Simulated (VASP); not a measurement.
Runs of VASP 6.6.1 on TaN. The structure is that of space group Fm-3m (No. 225), or close to it. The cells are those of the table. 

```csv
cell,gap on the mesh (eV),pressure (GPa)
"a = 3.082 Å, angles 60.0°, 2 atoms",none,7.7
"a = 3.019 Å, angles 60.0°, 2 atoms",none,(a)
"a = 3.122 Å, angles 60.0°, 2 atoms",none,(b)
"a = 3.040 Å, angles 60.0°, 2 atoms",none,24.8
"a = 3.102 Å, angles 60.0°, 2 atoms",none,0.5
```

Alike in all rows: task single point; level PBE+D3(BJ); potentials or basis VASP PAW PBE potentials, release 64 (Ta_pv, N); no spin polarisation; k mesh 9 × 9 × 9; cutoff (eV) 520; smearing fermi-dirac 0.1 eV.

Fill in the values left out.

(a) 34.8; (b) -6.0.

Caveats: spin-orbit coupling is left out, which moves the levels of the heavy elements; pairwise dispersion overbinds metals, which lowers pressure and volume.

A k mesh can miss the band edges, and the runs leave out spin-orbit coupling on Ta.

A gap of «none» marks levels without a gap at the run's occupations.
